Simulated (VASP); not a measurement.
Write the native input for VASP 6.6.1 that does the following.

- Task: single point
- Functional: revPBE
- Potentials or basis: VASP PAW PBE potentials, release 64 (V_sv)
- Cutoff: 520 eV
- k mesh: 24 × 24 × 24
- Occupations: fermi-dirac, width 0.05 eV
- Spin: collinear spin, ferromagnetic start
- Starting moments: [1.0] μB
- Dipole correction: no
- Further INCAR settings: ALGO = Normal; EDIFF = 1e-06; NBANDS = 16

The structure of V lies in POSCAR:

```
V
1.0
   -1.5067049033      1.5067049033      1.5067049033
    1.5067049033     -1.5067049033      1.5067049033
    1.5067049033      1.5067049033     -1.5067049033
V
1
Direct
    0.0000000000      0.0000000000      0.0000000000
```

One way to write it, as run:

INCAR

```
SYSTEM = V
PREC = Accurate
ENCUT = 520
EDIFF = 1E-6
ISMEAR = -1
SIGMA = 0.05
LREAL = .False.
LASPH = .True.
NELM = 150
ALGO = Normal
ISIF = 2
LWAVE = .False.
LCHARG = .False.
ISPIN = 2
MAGMOM = 1
LORBIT = 11
LMAXMIX = 4
GGA = RE
NBANDS = 16
```

KPOINTS

```
Automatic mesh
0
Gamma
  24 24 24
  0 0 0
```

Potentials or basis: VASP PAW PBE potentials, release 64 (V_sv).

Launch:

```sh
$ cat potpaw_PBE.64/V_sv/POTCAR > POTCAR
$ mpirun -np 1 vasp_std > vasp.out
```

Results of the run:

```json
{
  "Pressure": "0.4 GPa",
  "Net moment": "0.00 μB per cell",
  "Valence electrons inside the program's atomic spheres": "V 11.62"
}
```

Caveat: the PAW data sets were made with another functional, which shifts forces and pressure a little.

Wall time 120 s on 1 thread of Intel(R) Xeon(R) Platinum 8488C (Sapphire Rapids), on a shared host, peak memory 0.24 GiB.
